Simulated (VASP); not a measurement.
Set up this calculation in VASP 6.6.1, as the native input.

```yaml
Task: single point
Functional: PBE-based screened hybrid with 40 % exact exchange
Potentials_or_basis: VASP PAW PBE potentials, release 64 (Ag, I)
Cutoff: 400 eV
k_mesh: 4 × 4 × 4
Occupations: gaussian, width 0.01 eV
Spin: no spin polarisation
Dipole_correction: no
Grid_for_exact_exchange_PRECFOCK: Normal
Share_of_exact_exchange: 0.4
Further_INCAR_settings: ALGO = Normal; EDIFF = 1e-06; NBANDS = 16
Screening_parameter: 0.5 1/Å
```

AgI:

```
Ag I
1.0
     0.00000    3.28857    3.28857
     3.28857    0.00000    3.28857
     3.28857    3.28857    0.00000
Ag I
1 1
Direct
  0.00000 0.00000 0.00000
  0.25000 0.25000 0.25000
```

These files were run (other wordings do the same):

POSCAR

```
AgI
1.0
    0.0000000000      3.2885749246      3.2885749246
    3.2885749246      0.0000000000      3.2885749246
    3.2885749246      3.2885749246      0.0000000000
Ag I
1 1
Direct
    0.0000000000      0.0000000000      0.0000000000
    0.2500000000      0.2500000000      0.2500000000
```

INCAR.step1

```
SYSTEM = AgI
  PREC = Accurate
  ENCUT = 400
  EDIFF = 1E-5
  ISMEAR = 0
  SIGMA = 0.01
  LREAL = .False.
  LASPH = .True.
  NELM = 120
  ALGO = Normal
  ISIF = 2
  LWAVE = .True.
  LCHARG = .False.
  NBANDS = 16
  GGA = PE
  GGA_COMPAT = .False.
```

INCAR.step2

```
SYSTEM = AgI
  PREC = Accurate
  ENCUT = 400
  EDIFF = 1E-6
  ISMEAR = 0
  SIGMA = 0.01
  LREAL = .False.
  LASPH = .True.
  NELM = 120
  ALGO = Normal
  ISIF = 2
  LWAVE = .False.
  LCHARG = .False.
  GGA = PE
  LHFCALC = .True.
  AEXX = 0.4
  HFSCREEN = 0.5
  PRECFOCK = Normal
  NBANDS = 16
  ISTART = 1
  GGA_COMPAT = .False.
```

KPOINTS

```
Automatic mesh
0
Gamma
  4 4 4
  0 0 0
```

Potentials or basis: VASP PAW PBE potentials, release 64 (Ag, I).

Run with:

```bash
$ cat potpaw_PBE.64/Ag/POTCAR potpaw_PBE.64/I/POTCAR > POTCAR
$ cp INCAR.step1 INCAR
$ mpirun -np 1 vasp_std > vasp.out
$ cp INCAR.step2 INCAR
$ mpirun -np 1 vasp_std > vasp.out
```

It gave:

| Item | Value |
| --- | --- |
| Pressure | 0.6 GPa |
| Band gap on the k mesh | 2.36 eV |

Caveat: the structure was generated, so it needn't be the stable form of AgI; the PAW data sets were made with another functional, which shifts forces and pressure a little; spin-orbit coupling is left out, which moves the levels of the heavy elements.

Run time: 6.4 min on 1 thread of AMD EPYC 7R13 Processor (Zen 3), with other jobs on the host, peak memory 0.26 GiB.
